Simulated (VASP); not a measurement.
**Ir: single point with PBE**

Crystal: Ir.

```xyz
1
Lattice="0.0000 1.9361 1.9361 1.9361 0.0000 1.9361 1.9361 1.9361 0.0000" Properties=species:S:1:pos:R:3 pbc="T T T"
Ir    0.0000    0.0000    0.0000
```

```yaml
Program: VASP 6.6.1
Task: single point
Functional: PBE
Potentials_or_basis: VASP PAW PBE potentials, release 64 (Ir)
Cutoff: 520 eV
k_mesh: 14 × 14 × 14
Occupations: fermi-dirac, width 0.6 eV
Spin: no spin polarisation
Dipole_correction: no
Further_INCAR_settings: ALGO = Normal; EDIFF = 1e-07; NBANDS = 10
```

| Property | Result |
| --- | --- |
| Pressure | 10.7 GPa |

Levels at points of the mesh, in eV from the Fermi level:
| k point | band 2 | band 3 | band 4 | band 5 | band 6 | band 7 |
| --- | --- | --- | --- | --- | --- | --- |
| (0.00, 0.00, 0.00) | -3.67 | -3.67 | -3.67 | -1.10 | -1.10 | 14.39 |
| (0.50, 0.00, 0.00) | -3.78 | -3.78 | -0.69 | 0.92 | 0.92 | 7.06 |
| (0.50, 0.50, 0.00) | -7.01 | 0.88 | 1.49 | 1.49 | 1.73 | 10.21 |

Wall time 31 s on 1 thread of Intel Xeon 6975P-C (shared host), peak memory 0.13 GiB.

Caveat: spin-orbit coupling is left out, which moves the levels of the heavy elements.
